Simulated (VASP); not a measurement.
# KI (I4mm) in VASP: further runs

The runs below take KI through single point, with PBE.

Program: VASP 6.6.1. These are calculated values, not measurements. Logs are shortened: lines on timing, memory, paths and dates and some standing lists are left out, and cuts for length are marked.

### Step 1. The cell of the first run

The structure is tetragonal, space group I4mm (No. 107). The conventional cell has a = 5.209 Å, b = 5.209 Å, c = 7.175 Å, α = 90.00°, β = 90.00°, γ = 90.00°. K (site symmetry 4mm) has 6 I at 3.09 to 4.09 Å within 4.1 Å. I (site symmetry 4mm) has 6 K at 3.09 to 4.09 Å within 4.1 Å.

### Step 2. Single point, PBE

Contents of INCAR:

```
ALGO = Normal
EDIFF = 1E-7
ENCUT = 520
GGA = PE
ISIF = 2
ISMEAR = 0
LASPH = True
LCHARG = False
LREAL = False
LWAVE = False
NBANDS = 15
NELM = 100
PREC = Accurate
SIGMA = 0.05
```

Contents of KPOINTS:

```
k-points
0
Gamma
  6 6 6
```

Contents of POSCAR:

```
KI
1.0
    0.0000000000      3.6831074658      3.5873258652
    3.6831074658      0.0000000000      3.5873258652
    3.6831074658      3.6831074658      0.0000000000
K I
1 1
Direct
   -0.0533545062     -0.0533545062      0.0533545062
    0.5164381167      0.5164381167      0.4835618833
```

Potentials or basis: VASP PAW PBE potentials, release 64 (K_sv, I).

Run with:

```
$ cat potpaw_PBE.64/K_sv/POTCAR potpaw_PBE.64/I/POTCAR > POTCAR
$ mpirun -np 1 vasp_std > vasp.out
```

OUTCAR:

```text
EDIFF = 1E-7
   ENCUT = 520
   GGA = PE
   ISIF = 2
   ISMEAR = 0
   LASPH = True
   LREAL = False
   NELM = 100
   PREC = Accurate

 ion  position               nearest neighbor table
   1  0.947  0.947  0.053-   2 3.09
   2  0.516  0.516  0.484-   1 3.09

  LATTYP: Found a body centered tetragonal cell.
 ALAT       =     5.2087005298
 C/A-ratio  =     1.3774360206

  Lattice vectors:

 A1 = (   0.0000000000,  -3.6831074658,  -3.5873258652)
 A2 = (   0.0000000000,   3.6831074658,  -3.5873258652)
 A3 = (   3.6831074658,   0.0000000000,   3.5873258652)

Analysis of symmetry for initial positions (statically):
=====================================================================
 Subroutine PRICEL returns:
 Original cell was already a primitive cell.

 Routine SETGRP: Setting up the symmetry group for a
 body centered tetragonal supercell.

 Subroutine GETGRP returns: Found  8 space group operations
 (whereof  8 operations were pure point group operations)
 out of a pool of 16 trial point group operations.

The static configuration has the point symmetry C_4v.

Analysis of symmetry for dynamics (positions and initial velocities):
=====================================================================
 Subroutine PRICEL returns:
 Original cell was already a primitive cell.

 Routine SETGRP: Setting up the symmetry group for a
 body centered tetragonal supercell.

 Subroutine GETGRP returns: Found  8 space group operations
 (whereof  8 operations were pure point group operations)
 out of a pool of 16 trial point group operations.

The dynamic configuration has the point symmetry C_4v.

 Subroutine INISYM returns: Found  8 space group operations
 (whereof  8 operations are pure point group operations),
 and found     1 'primitive' translations

----------------------------------------------------------------------------------------

                                     Primitive cell

  volume of cell :      97.3262

  direct lattice vectors                    reciprocal lattice vectors
     0.000000000  3.683107466  3.587325865    -0.135754931  0.135754931  0.139379588
     3.683107466  0.000000000  3.587325865     0.135754931 -0.135754931  0.139379588
     3.683107466  3.683107466  0.000000000     0.135754931  0.135754931 -0.139379588

  length of vectors
     5.141418819  5.141418819  5.208700530     0.237245594  0.237245594  0.237245594

  position of ions in fractional coordinates (direct lattice)
     0.946645494  0.946645494  0.053354506
     0.516438117  0.516438117  0.483561883

  ion indices of the primitive-cell ions
   primitive index   ion index
                 1           1
                 2           2

----------------------------------------------------------------------------------------

 KPOINTS: k-points

Automatic generation of k-mesh.
 Grid dimensions read from file:
 generate k-points for:    6    6    6

 Generating k-lattice:

  Cartesian coordinates                     Fractional coordinates (reciprocal lattice)
    -0.022625822  0.022625822  0.023229931     0.166666667 -0.000000000  0.000000000
     0.022625822 -0.022625822  0.023229931    -0.000000000  0.166666667  0.000000000
     0.022625822  0.022625822 -0.023229931     0.000000000  0.000000000  0.166666667

  Length of vectors
     0.039540932  0.039540932  0.039540932

  Shift w.r.t. Gamma in fractional coordinates (k-lattice)
     0.000000000  0.000000000  0.000000000

 Subroutine IBZKPT returns following result:
 ===========================================

 Found     30 irreducible k-points:

 Following reciprocal coordinates:
            Coordinates               Weight
  0.000000  0.000000  0.000000      1.000000
  0.166667 -0.000000  0.000000      8.000000
  0.333333 -0.000000  0.000000      8.000000
  0.500000 -0.000000  0.000000      4.000000
  0.166667  0.166667  0.000000      2.000000
  0.333333  0.166667  0.000000      8.000000
[... 16 lines left out ...]
  0.333333  0.000000  0.333333      4.000000
  0.500000 -0.000000  0.333333     16.000000
 [... further k-points ...]
   k-points           NKPTS =     30   k-points in BZ     NKDIM =     30   number of bands    NBANDS=     15
   number of dos      NEDOS =    301   number of ions     NIONS =      2
   total plane-waves  NPLWV =  64000
   dimension x,y,z NGX =    40 NGY =   40 NGZ =   40
   dimension x,y,z NGXF=    80 NGYF=   80 NGZF=   80
   ions per type =               1   1
   NGX,Y,Z   is equivalent  to a cutoff of  12.93, 12.93, 12.77 a.u.
   NGXF,Y,Z  is equivalent  to a cutoff of  25.87, 25.87, 25.53 a.u.
 SYSTEM =  unknown system
   PREC   = accura    normal or accurate (medium, high low for compatibility)
   ISTART =      0    job   : 0-new  1-cont  2-samecut
   ICHARG =      2    charge: 1-file 2-atom 10-const
   ISPIN  =      1    spin polarized calculation?
   LNONCOLLINEAR =      F non collinear calculations
   LSORBIT =      F    spin-orbit coupling
   LASPH  =      T    aspherical Exc in radial PAW
   ENCUT  =  520.0 eV  38.22 Ry    6.18 a.u.   9.56  9.56  9.68*2*pi/ulx,y,z
   NELM   =    100;   NELMIN=  2; NELMDL= -5     # of ELM steps
   EDIFF  = 0.1E-06   stopping-criterion for ELM
   LREAL  =      F    real-space projection
   EDIFFG = 0.1E-05   stopping-criterion for IOM
   NSW    =      0    number of steps for IOM
   IBRION =     -1    ionic relax: 0-MD 1-quasi-New 2-CG
   NFREE  =      0    steps in history (QN), initial steepest desc. (CG)
   ISIF   =      2    stress and relaxation
   ISYM   =      2    0-nonsym 1-usesym 2-fastsym
   POTIM  = 0.5000    time-step for ionic-motion
   TEBEG  =    0.0;   TEEND  =   0.0 temperature during run
   PSTRESS=    0.0 pullay stress
   NELECT =      16.0000    total number of electrons
   NUPDOWN=      -1.0000    fix difference up-down
   EMIN   =  10.00;   EMAX   =-10.00  energy-range for DOS
   EFERMI =   0.00;   METHOD = LEGACY
   ISMEAR =     0;   SIGMA  =   0.05  broadening in eV -4-tet -1-fermi 0-gaus
   EFERMI_NEDOS =   21; number of points for ismear=-14 and -15
   IALGO  =     38    algorithm
   IMIX   =      4    mixing-type and parameters
     AMIX     =   0.40;   BMIX     =  1.00
     AMIX_MAG =   1.60;   BMIX_MAG =  1.00
  volume/ion in A,a.u.               =      48.66       328.39
  Fermi-wavevector in a.u.,A,eV,Ry     =   0.896819  1.694743 10.942960  0.804285
  Thomas-Fermi vector in A             =   2.019326
   LORBIT       =      0    0 simple, 1 ext, 2 COOP (PROOUT), +10 PAW based schemes
   GGA     = PE    functional components
   LHFCALC =     F    Hartree Fock is set to
   AEXX    =    0.0000 exact exchange contribution
   IVDW    =     0    specifies the selected vdW correction
   LEPSILON=     F    determine dielectric tensor
   LRPA    =     F    only Hartree local field effects (RPA)
 non-spin polarized calculation
 Gauss-broadening in eV      SIGMA  =   0.05
  energy-cutoff  :      520.00
  volume of cell :       97.33
 maximum number of plane-waves:      2661
 NGX is ok and might be reduce to    40
   NGX = 19   NGY = 19   NGZ = 19

 number of electron      16.0000000 magnetization

 Free energy of the ion-electron system (eV)
  ---------------------------------------------------
  ext. energy  EPLUGINS =         0.00000000
  ---------------------------------------------------
  free energy    TOTEN  =        -5.40169248 eV

  energy without entropy =       -5.40169248  energy(sigma->0) =       -5.40169248

 E-fermi :  -0.6611     XC(G=0):  -6.7691

 val. band max:       -0.9447114746   @ k =   0.0000   0.0000   0.0000
 cond. band min:       2.8552563918   @ k =   0.0000   0.0000   0.0000
 fundamental gap:      3.7999678664
 Fermi energy:        -0.6610767977

 k-point     1 :       0.0000    0.0000    0.0000
  band No.  band energies     occupation
      1     -29.5232      2.00000
      2     -13.0741      2.00000
      3     -13.0055      2.00000
      4     -13.0055      2.00000
      5     -11.2441      2.00000
      6      -0.9448      2.00000
      7      -0.9447      2.00000
      8      -0.9447      2.00000
      9       2.8553      0.00000
     10       5.7126      0.00000
     11       5.7126      0.00000
     12       5.8302      0.00000
     13       6.2861      0.00000
     14       6.6770      0.00000
     15       8.4666      0.00000

 k-point     2 :       0.1667   -0.0000    0.0000
  band No.  band energies     occupation
      1     -29.5229      2.00000
      2     -13.0912      2.00000
      3     -13.0121      2.00000
      4     -13.0065      2.00000
      5     -11.1985      2.00000
      6      -1.2769      2.00000
      7      -1.0026      2.00000
      8      -0.9939      2.00000
      9       3.4100      0.00000
     10       5.5165      0.00000
     11       5.8553      0.00000
     12       6.0079      0.00000
     13       6.6487      0.00000
     14       7.0481      0.00000
     15       9.1693      0.00000

 k-point     3 :       0.3333   -0.0000    0.0000
  band No.  band energies     occupation
      1     -29.5223      2.00000
      2     -13.1291      2.00000
      3     -13.0188      2.00000
      4     -13.0085      2.00000
      5     -11.1091      2.00000
      6      -1.7868      2.00000
      7      -1.1128      2.00000
      8      -1.0982      2.00000
      9       4.2473      0.00000
     10       5.7784      0.00000
     11       6.3239      0.00000
     12       6.4859      0.00000
     13       7.4196      0.00000
     14       7.8507      0.00000
     15       8.2527      0.00000

 k-point     4 :       0.5000   -0.0000    0.0000
  band No.  band energies     occupation
      1     -29.5220      2.00000
      2     -13.1484      2.00000
      3     -13.0206      2.00000
      4     -13.0095      2.00000
      5     -11.0652      2.00000
      6      -1.9998      2.00000
      7      -1.1654      2.00000
      8      -1.1483      2.00000
      9       4.4732      0.00000
     10       6.3155      0.00000
     11       6.7953      0.00000
     12       6.9692      0.00000
     13       7.5696      0.00000
     14       7.7759      0.00000
     15       8.0198      0.00000
[... 307 lines left out ...]
 k-point    22 :      -0.3333    0.5000    0.1667
  band No.  band energies     occupation
      1     -29.5214      2.00000
      2     -13.1270      2.00000
      3     -13.0237      2.00000
      4     -13.0219      2.00000
      5     -11.0925      2.00000
      6      -1.5914      2.00000
      7      -1.3907      2.00000
      8      -1.3442      2.00000
      9       4.7894      0.00000
     10       5.1323      0.00000
     11       5.9961      0.00000
     12       7.1803      0.00000
     13       7.5717      0.00000
     14       8.2708      0.00000
     15       8.9597      0.00000

 k-point    23 :       0.3333    0.0000    0.3333
  band No.  band energies     occupation
      1     -29.5220      2.00000
      2     -13.0988      2.00000
      3     -13.0302      2.00000
      4     -13.0125      2.00000
      5     -11.1389      2.00000
      6      -1.6804      2.00000
      7      -1.1793      2.00000
      8      -1.1509      2.00000
      9       4.5216      0.00000
     10       4.5725      0.00000
     11       6.5042      0.00000
     12       6.9596      0.00000
     13       7.6724      0.00000
     14       7.7464      0.00000
     15       8.5285      0.00000

 k-point    24 :       0.5000   -0.0000    0.3333
  band No.  band energies     occupation
      1     -29.5217      2.00000
      2     -13.1087      2.00000
      3     -13.0317      2.00000
      4     -13.0159      2.00000
      5     -11.1118      2.00000
      6      -1.7189      2.00000
      7      -1.3504      2.00000
      8      -1.2066      2.00000
      9       4.6035      0.00000
     10       5.0304      0.00000
     11       6.5609      0.00000
     12       7.2136      0.00000
     13       7.6347      0.00000
     14       8.1553      0.00000
     15       8.4273      0.00000

 [... further k-points ...]
[... 5 lines left out ...]
  --------------------------------------------------------------------------------------
  -------------------------------------------------------------------------------------
  Total       -0.3975018     -0.3975018      1.8369639      0.0000000     -0.0000000      0.0000000
  in kB       -6.5436503     -6.5436503     30.2399874      0.0000000     -0.0000000      0.0000000
  external PRESSURE =       5.7175623 kB  Pullay stress =       0.0000000 kB

 VOLUME and BASIS-vectors are now :
 -----------------------------------------------------------------------------
  energy-cutoff  :      520.00
  volume of cell :       97.33
      direct lattice vectors                 reciprocal lattice vectors
     0.000000000  3.683107466  3.587325865    -0.135754931  0.135754931  0.139379588
     3.683107466  0.000000000  3.587325865     0.135754931 -0.135754931  0.139379588
     3.683107466  3.683107466  0.000000000     0.135754931  0.135754931 -0.139379588

 POSITION                                       TOTAL-FORCE (eV/Angst)
 -----------------------------------------------------------------------------------
      3.68311      3.68311      6.79185         0.000000      0.000000      0.795219
      3.68311      3.68311      3.70526         0.000000      0.000000     -0.795219
 -----------------------------------------------------------------------------------
    total drift:                               -0.000000     -0.000000      0.000005

  FREE ENERGIE OF THE ION-ELECTRON SYSTEM (eV)
  ---------------------------------------------------
  free  energy   TOTEN  =        -5.4016924785 eV

  energy  without entropy=       -5.4016924785  energy(sigma->0) =       -5.40169248
```

Wall time 44 s (1 thread of Intel Xeon Platinum 8259CL at 2.50GHz (Skylake/Cascade Lake), shared host); peak memory 0.25 GiB.

What came out:

```
Free energy            : -5.4017 eV
Pressure               : 0.6 GPa
Largest force          : 0.795 eV/Å
Band gap on the k mesh : 3.80 eV, direct
```

Forces on the atoms (eV/Å):
```
K    0.000  0.000  0.795
I    0.000  0.000 -0.795
```

Levels at points of the mesh, in eV from the valence-band top:
```tsv
k point	band 4	band 5	band 6	band 7	band 8	band 9	band 10	band 11	band 12	band 13
(0.00, 0.00, 0.00)	-12.06	-10.30	0.00	0.00	0.00	3.80	6.66	6.66	6.77	7.23
(0.50, 0.00, 0.00)	-12.06	-10.12	-1.06	-0.22	-0.20	5.42	7.26	7.74	7.91	8.51
(0.50, 0.50, 0.00)	-12.08	-10.16	-0.75	-0.29	-0.29	5.12	5.60	7.39	8.22	9.16
(0.50, 0.00, 0.50)	-12.07	-10.18	-0.81	-0.30	-0.27	5.29	5.56	8.05	8.35	8.49
```

Caveat: spin-orbit coupling is left out, which moves the levels of the heavy elements. As with any semilocal functional, this PBE gap is likely too small.

### Step 3. Single point, PBE

Contents of INCAR:

```
ALGO = Normal
EDIFF = 1E-6
ENCUT = 520
GGA = PE
ISIF = 2
ISMEAR = 0
LASPH = T
LCHARG = T
LELF = T
LREAL = F
LVHAR = T
LWAVE = F
NBANDS = 15
NELM = 60
PREC = Accurate
SIGMA = 0.05
```

KPOINTS is that of step 2.

Contents of POSCAR:

```
KI
1.0
    0.0000000000      3.6831074658      3.5873258652
    3.6831074658      0.0000000000      3.5873258652
    3.6831074658      3.6831074658      0.0000000000
K I
1 1
Direct
   -0.0889241769     -0.0889241769      0.0889241769
    0.5273968612      0.5273968612      0.4726031388
```

Potentials or basis: VASP PAW PBE potentials, release 64 (K_sv, I).

Run with:

```
$ cat potpaw_PBE.64/K_sv/POTCAR potpaw_PBE.64/I/POTCAR > POTCAR
$ mpirun -np 1 vasp_std > vasp.out
```

OUTCAR:

```text
EDIFF = 1E-6
   ENCUT = 520
   GGA = PE
   ISIF = 2
   ISMEAR = 0
   LASPH = T
   LREAL = F
   NELM = 60
   PREC = Accurate

 ion  position               nearest neighbor table
   1  0.911  0.911  0.089-   2 2.75
   2  0.527  0.527  0.473-   1 2.75

  LATTYP: Found a body centered tetragonal cell.
 ALAT       =     5.2087005298
 C/A-ratio  =     1.3774360206

  Lattice vectors:

 A1 = (   0.0000000000,  -3.6831074658,  -3.5873258652)
 A2 = (   0.0000000000,   3.6831074658,  -3.5873258652)
[... 608 lines left out ...]
      9       4.7087      0.00000
     10       5.0162      0.00000
     11       6.4928      0.00000
     12       7.2250      0.00000
     13       7.6113      0.00000
     14       8.0160      0.00000
     15       8.4114      0.00000

 [... further k-points ...]
[... 5 lines left out ...]
  --------------------------------------------------------------------------------------
  -------------------------------------------------------------------------------------
  Total       -0.4634324     -0.4634324      6.6086739      0.0000000      0.0000000      0.0000000
  in kB       -7.6289963     -7.6289963    108.7915830      0.0000000      0.0000000      0.0000000
  external PRESSURE =      31.1778634 kB  Pullay stress =       0.0000000 kB

 VOLUME and BASIS-vectors are now :
 -----------------------------------------------------------------------------
  energy-cutoff  :      520.00
  volume of cell :       97.33
      direct lattice vectors                 reciprocal lattice vectors
     0.000000000  3.683107466  3.587325865    -0.135754931  0.135754931  0.139379588
     3.683107466  0.000000000  3.587325865     0.135754931 -0.135754931  0.139379588
     3.683107466  3.683107466  0.000000000     0.135754931  0.135754931 -0.139379588

 POSITION                                       TOTAL-FORCE (eV/Angst)
 -----------------------------------------------------------------------------------
      3.68311      3.68311      6.53665         0.000000      0.000000      2.614311
      3.68311      3.68311      3.78389         0.000000      0.000000     -2.614311
 -----------------------------------------------------------------------------------
    total drift:                               -0.000000     -0.000000     -0.000125

  FREE ENERGIE OF THE ION-ELECTRON SYSTEM (eV)
  ---------------------------------------------------
  free  energy   TOTEN  =        -4.8841091174 eV

  energy  without entropy=       -4.8841091174  energy(sigma->0) =       -4.88410912
```

stdout:

```text
POSCAR found type information on POSCAR K I
 POSCAR found :  2 types and       2 ions
 scaLAPACK will be used
 LDA part: xc-table for (Slater+PW92), standard interpolation
 POSCAR, INCAR and KPOINTS ok, starting setup
 FFT: planning ... GRIDC
 FFT: planning ... GRID_SOFT
 FFT: planning ... GRID
 WAVECAR not read
 entering main loop
```

It took 45 s on 1 thread of Intel Xeon Platinum 8259CL at 2.50GHz (Skylake/Cascade Lake), shared host; peak memory 0.25 GiB.

What came out:

- Free energy: -4.8841 eV
- Pressure: 3.1 GPa
- Largest force: 2.614 eV/Å
- Band gap on the k mesh: 3.76 eV, direct

Forces on the atoms (eV/Å):
```
K    0.000  0.000  2.614
I    0.000  0.000 -2.614
```

Stress tensor (GPa, compression positive):
```
-0.76  0.00  0.00
 0.00 -0.76  0.00
 0.00  0.00 10.88
```

Caveat: spin-orbit coupling is left out, which moves the levels of the heavy elements; forces of over 1 eV/Å act on the atoms, so gaps and moduli don't describe the material at rest. As with any semilocal functional, this PBE gap is likely too small.

(Continued in part 2 of 2.)
